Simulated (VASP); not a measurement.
CdAg, 2 atoms in the cell. It takes space group P4/mmm (No. 123, tetragonal). The conventional cell has a = 3.163 Å, b = 3.163 Å, c = 3.247 Å, α = 90.00°, β = 90.00°, γ = 90.00°. Cd (site symmetry 4/mmm) has 8 Ag at 2.76 Å and 6 Cd at 3.16 to 3.25 Å within 3.6 Å. Within 3.6 Å of Ag (site symmetry 4/mmm) lie 8 Cd at 2.76 Å and 6 Ag at 3.16 to 3.25 Å.  This cell differs from its parent crystal: strain -0.050 along x and y, -0.025 along z.

```yaml
Program: VASP 6.6.1
Task: single point
Functional: r2SCAN
Potentials_or_basis: VASP PAW PBE potentials, release 64 (Cd, Ag)
Cutoff: 520 eV
k_mesh: 14 × 14 × 14
Occupations: gaussian, width 0.15 eV
Spin: no spin polarisation
Dipole_correction: no
Further_INCAR_settings: ALGO = Normal; EDIFF = 1e-07; NBANDS = 18
```

Potentials or basis: VASP PAW PBE potentials, release 64 (Cd, Ag).

Run with:

```sh
$ cat potpaw_PBE.64/Cd/POTCAR potpaw_PBE.64/Ag/POTCAR > POTCAR
$ cp INCAR.step1 INCAR
$ mpirun -np 1 vasp_std > vasp.out
$ cp INCAR.step2 INCAR
$ mpirun -np 1 vasp_std > vasp.out
```

Hardware: 1 thread of Intel(R) Xeon(R) 6975P-C (Granite Rapids), with other jobs on the host.

Task: How long does it take, and how much memory?

Result: It took 110 s on 1 thread of Intel(R) Xeon(R) 6975P-C (Granite Rapids) (shared host), peak memory 0.29 GiB. Counts: k points 288.
